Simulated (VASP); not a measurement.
A run of VASP 6.6.1:

INCAR

```
SYSTEM = TiB2
PREC     = Accurate       ! precision mode
ENCUT    = 520            ! plane-wave cutoff, eV
EDIFF    = 1E-7           ! SCF threshold, eV
ISMEAR   = -1             ! smearing method
SIGMA    = 0.08           ! smearing width, eV
LREAL    = .False.        ! projectors in reciprocal space
LASPH    = .True.         ! aspherical terms in the spheres
NELM     = 80             ! most SCF steps
ALGO     = Normal         ! electronic algorithm
ISIF     = 2              ! what is computed and relaxed
LWAVE    = .False.        ! write WAVECAR
LCHARG   = .True.         ! write CHGCAR
GGA      = PE             ! functional
LELF     = .True.         ! ELF
LVHAR    = .True.       
NBANDS   = 16             ! bands
```

The input KPOINTS:

```
regular mesh
0
Gamma
  11 11 9
  0 0 0
```

File POSCAR:

```
TiB2
1.0
    3.0322422858      0.0000000000      0.0000000000
   -1.5161211429      2.6259988499      0.0000000000
    0.0000000000      0.0000000000      3.2239730684
Ti B
1 2
Direct
    0.0000000000      0.0000000000      0.0000000000
    0.3333333333      0.6666666667      0.5000000000
    0.6666666667      0.3333333333      0.5000000000
```

Potentials or basis: VASP PAW PBE potentials, release 64 (Ti_sv, B).

The run is started by

```console
$ cat potpaw_PBE.64/Ti_sv/POTCAR potpaw_PBE.64/B/POTCAR > POTCAR
$ mpirun -np 1 vasp_std > vasp.out
```

Hardware: 1 thread of Intel Xeon 6975P-C (shared host).

Q: How long does it take, and how much memory?

A: Wall time 22 s on 1 thread of Intel Xeon 6975P-C (shared host), peak memory 0.16 GiB. Counts: scf iterations 14, k points 80.
